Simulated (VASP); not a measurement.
# HfN (R3m) in VASP: electric field gradients with PBE

Aim: the electric field gradients of HfN with PBE.

Everything below comes from runs of VASP 6.6.1. Logs are shortened: lines on timing, memory, paths and dates and some standing lists are left out, and cuts for length are marked.

### 1 The cell of the first run

Symmetry: R3m, No. 160, trigonal system. The conventional cell has a = 3.190 Å, b = 3.190 Å, c = 7.815 Å, α = 90.00°, β = 90.00°, γ = 120.00°. Hf (site symmetry 3m) has 6 N at 2.15 to 2.38 Å within 2.8 Å. Within 2.8 Å of N (site symmetry 3m) lie 6 Hf at 2.15 to 2.38 Å.

### 2 Electric field gradients, PBE (atom 1 (Hf) moved by [0.11547, 0.11547, 0.11547] A)

INCAR reads:

```
SYSTEM = HfN
PREC = Accurate
ENCUT = 520
EDIFF = 1E-8
ISMEAR = -1
SIGMA = 0.05
LREAL = .False.
LASPH = .True.
NELM = 60
ALGO = Normal
ISIF = 2
LWAVE = .False.
LCHARG = .False.
GGA = PE
LEFG = .True.
NBANDS = 14
```

KPOINTS reads:

```
regular mesh
0
Gamma
  16 16 16
  0 0 0
```

POSCAR reads:

```
HfN
1.0
    0.0000000000      2.2558601243      2.2558601243
    2.2558601243      0.0000000000      2.2558601243
    2.2558601243      2.2558601243      0.0000000000
Hf N
1 1
Direct
    0.0255933421      0.0255933421      0.0255933421
    0.5000000000      0.5000000000      0.5000000000
```

Potentials or basis: VASP PAW PBE potentials, release 64 (Hf_pv, N).

Launch:

```
> cat potpaw_PBE.64/Hf_pv/POTCAR potpaw_PBE.64/N/POTCAR > POTCAR
> mpirun -np 1 vasp_std > vasp.out
```

OUTCAR:

```text
SYSTEM = HfN
   PREC = Accurate
   ENCUT = 520
   EDIFF = 1E-8
   ISMEAR = -1
   LREAL = .False.
   LASPH = .True.
   NELM = 60
   ISIF = 2
   GGA = PE

 ion  position               nearest neighbor table
   1  0.026  0.026  0.026-   2 2.15   2 2.15   2 2.15   2 2.38   2 2.38   2 2.38
   2  0.500  0.500  0.500-   1 2.15   1 2.15   1 2.15   1 2.38   1 2.38   1 2.38

  LATTYP: Found a face centered cubic cell.
 ALAT       =     4.5117202486

  Lattice vectors:

 A1 = (   0.0000000000,   2.2558601243,   2.2558601243)
 A2 = (   2.2558601243,   0.0000000000,   2.2558601243)
 A3 = (   2.2558601243,   2.2558601243,   0.0000000000)

Analysis of symmetry for initial positions (statically):
=====================================================================
 Subroutine PRICEL returns:
 Original cell was already a primitive cell.

 Routine SETGRP: Setting up the symmetry group for a
 face centered cubic supercell.

 Subroutine GETGRP returns: Found  6 space group operations
 (whereof  6 operations were pure point group operations)
 out of a pool of 48 trial point group operations.

The static configuration has the point symmetry C_3v.

Analysis of symmetry for dynamics (positions and initial velocities):
=====================================================================
 Subroutine PRICEL returns:
 Original cell was already a primitive cell.

 Routine SETGRP: Setting up the symmetry group for a
 face centered cubic supercell.

 Subroutine GETGRP returns: Found  6 space group operations
 (whereof  6 operations were pure point group operations)
 out of a pool of 48 trial point group operations.

The dynamic configuration has the point symmetry C_3v.

 Subroutine INISYM returns: Found  6 space group operations
 (whereof  6 operations are pure point group operations),
 and found     1 'primitive' translations

----------------------------------------------------------------------------------------

                                     Primitive cell

  volume of cell :      22.9597

  direct lattice vectors                    reciprocal lattice vectors
     0.000000000  2.255860124  2.255860124    -0.221644948  0.221644948  0.221644948
     2.255860124  0.000000000  2.255860124     0.221644948 -0.221644948  0.221644948
     2.255860124  2.255860124  0.000000000     0.221644948  0.221644948 -0.221644948

  length of vectors
[... 128 lines left out ...]

 E-fermi :   8.4004     XC(G=0): -12.7373

 val. band max:        8.3943383936   @ k =  -0.3750   0.3125   0.0000
 cond. band min:       8.4043043099   @ k =  -0.3750   0.2500   0.5000
 fundamental gap:      0.0099659162
 Fermi energy:         8.4003834585

 k-point     1 :       0.0000    0.0000    0.0000
  band No.  band energies     occupation
      1     -22.6925      2.00000
      2     -22.6712      2.00000
      3     -22.6712      2.00000
      4      -9.1161      2.00000
      5       4.7756      2.00000
      6       4.9092      2.00000
      7       4.9092      2.00000
      8       8.2717      1.85840
      9       8.2717      1.85840
     10       8.9274      0.00005
     11      10.1714      0.00000
     12      10.8687      0.00000
     13      10.8687      0.00000
     14      17.9076      0.00000
[... 377 lines left out ...]
      1     -22.9612      2.00000
      2     -22.7161      2.00000
      3     -22.6988      2.00000
      4      -8.4705      2.00000
      5       2.8655      2.00000
      6       3.8857      2.00000
      7       4.0870      2.00000
      8       8.2524      1.90136
      9       9.3602      0.00000
     10       9.4472      0.00000
     11      11.6631      0.00000
     12      12.0800      0.00000
     13      13.5793      0.00000
     14      20.1069      0.00000

 [... further k-points ...]
[... 5 lines left out ...]
  --------------------------------------------------------------------------------------
  -------------------------------------------------------------------------------------
  Total        1.3711461      1.3711461      1.3711461     -0.0873350     -0.0873350     -0.0873350
  in kB       95.6814633     95.6814633     95.6814633     -6.0944199     -6.0944199     -6.0944199
  external PRESSURE =      95.6814633 kB  Pullay stress =       0.0000000 kB

 VOLUME and BASIS-vectors are now :
 -----------------------------------------------------------------------------
  energy-cutoff  :      520.00
  volume of cell :       22.96
      direct lattice vectors                 reciprocal lattice vectors
     0.000000000  2.255860124  2.255860124    -0.221644948  0.221644948  0.221644948
     2.255860124  0.000000000  2.255860124     0.221644948 -0.221644948  0.221644948
     2.255860124  2.255860124  0.000000000     0.221644948  0.221644948 -0.221644948

 POSITION                                       TOTAL-FORCE (eV/Angst)
 -----------------------------------------------------------------------------------
      0.11547      0.11547      0.11547        -1.357340     -1.357340     -1.357340
      2.25586      2.25586      2.25586         1.357340      1.357340      1.357340
 -----------------------------------------------------------------------------------
    total drift:                               -0.000004     -0.000004     -0.000004

  FREE ENERGIE OF THE ION-ELECTRON SYSTEM (eV)
  ---------------------------------------------------
  free  energy   TOTEN  =       -21.5195592605 eV

  energy  without entropy=      -21.5146579556  energy(sigma->0) =      -21.51710861

 Electric field gradients (V/A^2)
---------------------------------------------------------------------
 ion       V_xx      V_yy      V_zz      V_xy      V_xz      V_yz
---------------------------------------------------------------------
   1      -0.000     0.000     0.000    17.975    17.975    17.975
   2      -0.000    -0.000    -0.000     1.250     1.250     1.250
---------------------------------------------------------------------

 Electric field gradients after diagonalization (V/A^2)
 (convention: |V_zz| > |V_xx| > |V_yy|)
----------------------------------------------------------------------
 ion       V_xx      V_yy      V_zz     asymmetry (V_yy - V_xx)/ V_zz
----------------------------------------------------------------------
   1     -17.975   -17.975    35.950       0.000
   2      -1.250    -1.250     2.499       0.000
----------------------------------------------------------------------

           NMR quadrupolar parameters

 Cq : quadrupolar parameter    Cq=e*Q*V_zz/h
 eta: asymmetry parameters     (V_yy - V_xx)/ V_zz
 Q  : nuclear electric quadrupole moment in mb (millibarn)
----------------------------------------------------------------------
 ion       Cq(MHz)       eta       Q (mb)
----------------------------------------------------------------------
   1       0.087       0.000       1.000
   2       0.006       0.000       1.000
----------------------------------------------------------------------
```

OSZICAR:

```text
N       E                     dE             d eps       ncg     rms          rms(c)
DAV:   1     0.374631710289E+02    0.37463E+02   -0.77351E+03 11732   0.101E+03
DAV:   2    -0.226240781599E+02   -0.60087E+02   -0.56333E+02 15318   0.237E+02
DAV:   3    -0.245454707188E+02   -0.19214E+01   -0.19140E+01 13476   0.348E+01
DAV:   4    -0.245524317846E+02   -0.69611E-02   -0.69597E-02 14096   0.244E+00
DAV:   5    -0.245524770993E+02   -0.45315E-04   -0.45316E-04 13498   0.168E-01    0.515E+01
DAV:   6    -0.216176207914E+02    0.29349E+01   -0.83556E+00 13212   0.226E+01    0.424E+01
DAV:   7    -0.215443112153E+02    0.73310E-01   -0.47684E-01 14880   0.615E+00    0.265E+01
DAV:   8    -0.215247180640E+02    0.19593E-01   -0.92693E-02 13692   0.268E+00    0.580E+00
DAV:   9    -0.215196829793E+02    0.50351E-02   -0.13799E-02 13236   0.945E-01    0.188E+00
DAV:  10    -0.215195960352E+02    0.86944E-04   -0.11077E-03 15654   0.323E-01    0.443E-01
DAV:  11    -0.215195611826E+02    0.34853E-04   -0.86469E-05 13716   0.919E-02    0.893E-02
DAV:  12    -0.215195594120E+02    0.17706E-05   -0.88425E-06 15836   0.253E-02    0.667E-03
DAV:  13    -0.215195592938E+02    0.11829E-06   -0.20724E-07 12546   0.458E-03    0.479E-03
DAV:  14    -0.215195592342E+02    0.59593E-07   -0.16135E-08 15414   0.114E-03    0.200E-03
DAV:  15    -0.215195592574E+02   -0.23251E-07   -0.19306E-09  7446   0.409E-04    0.170E-04
DAV:  16    -0.215195592605E+02   -0.30388E-08   -0.28362E-10  7134   0.165E-04
   1 F= -.21519559E+02 E0= -.21517109E+02  d E =-.490130E-02
```

stdout:

```text
POSCAR found type information on POSCAR HfN
 POSCAR found :  2 types and       2 ions
 scaLAPACK will be used
 LDA part: xc-table for (Slater+PW92), standard interpolation
 POSCAR, INCAR and KPOINTS ok, starting setup
 FFT: planning ... GRIDC
 FFT: planning ... GRID_SOFT
 FFT: planning ... GRID
 WAVECAR not read
 entering main loop
ion   1

ion   2
```

Run time: 44 s. Hardware: 1 thread of Intel Xeon 6975P-C (Granite Rapids), shared host; peak memory 0.26 GiB.

What came out:

| Property | Result |
| --- | --- |
| Free energy | -21.5196 eV |
| Pressure | 9.6 GPa |
| Largest force | 2.351 eV/Å |
| Band gap on the k mesh | zero (an odd number of electrons rules out a gap without spin polarisation) |
| Largest electric field gradient by atom | Hf +36.0; N +2.5 V/Å² |

Forces in eV/Å, atoms in the order of the input:
```
Hf  -1.357 -1.357 -1.357
N    1.357  1.357  1.357
```

Stress tensor (GPa, compression positive):
```
 9.57 -0.61 -0.61
-0.61  9.57 -0.61
-0.61 -0.61  9.57
```

Electric field gradients, principal values (V/Å²):
```csv
atom,least,middle,greatest (by size)
1 Hf,-17.975,-17.975,35.950
2 N,-1.250,-1.250,2.499
```

Caveat: the cell differs from its parent crystal (atom 1 (Hf) moved by [0.11547, 0.11547, 0.11547] A); the cell stands under pressure; without QUAD_EFG the Cq values of the log hold for a quadrupole moment of 1 mb, not for the nuclei; spin-orbit coupling is left out, which moves the levels of the heavy elements; forces of over 1 eV/Å act on the atoms, so gaps and moduli don't describe the material at rest.
